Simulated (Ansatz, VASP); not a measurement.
# BaTiO3, level by level in two programs

```xyz
5
Lattice="3.9181 0.0000 0.0000 0.0000 3.9181 0.0000 0.0000 0.0000 3.9360" Properties=species:S:1:pos:R:3 pbc="T T T"
Ba    0.0000    0.0000    0.0000
Ti    1.9591    1.9591    1.9286
O     0.0000    1.9591    2.0349
O     1.9591    0.0000    2.0349
O     1.9591    1.9591    0.0748
```

Single points on this cell with VASP 6.6.1 and Ansatz 0.2.0. Each row is one pair of runs. Alike in all rows: spin: off; k mesh: 7 × 7 × 7; smearing: fermi-dirac, width 0.05 eV; Ansatz's potentials, cutoff: Ansatz PAW, 420 eV.

```tsv
level	VASP's potentials, cutoff	gap on the k mesh at the Fermi level (eV), VASP	gap on the k mesh at the Fermi level (eV), Ansatz	least direct gap on the mesh (eV), VASP	least direct gap on the mesh (eV), Ansatz	pressure (GPa), VASP	pressure (GPa), Ansatz
BLYP+D4	VASP PAW PBE potentials, release 64 (Ba_sv, Ti_sv, O), 520 eV	2.03	2.10	2.16	2.19	17.2	14.7
revPBE+D4	VASP PAW PBE potentials, release 64 (Ba_sv, Ti_sv, O), 520 eV	2.03	2.10	2.16	2.19	13.8	11.6
revPBE+D3(BJ)	VASP PAW PBE potentials, release 64 (Ba_sv, Ti_sv, O), 520 eV	2.03	2.10	2.16	2.19	13.0	10.7
RPBE+D3(BJ)	VASP PAW PBE potentials, release 64 (Ba_sv, Ti_sv, O_h), 910 eV	2.04	2.11	2.18	2.20	-	-
```

Gap on the k mesh at the fermi level (eV): the two programs differ by at most 0.078; least direct gap on the mesh (eV): the two programs differ by at most 0.034; pressure (GPa): the two programs differ by at most 2.51.

Neither program's run includes spin-orbit coupling. Noted on VASP's runs: the cutoff is short for stress, so the pressure is rough. Noted on Ansatz's runs: odd divisions of the mesh miss points on the zone boundary, where band edges often lie, so the gap on the mesh can be too wide.
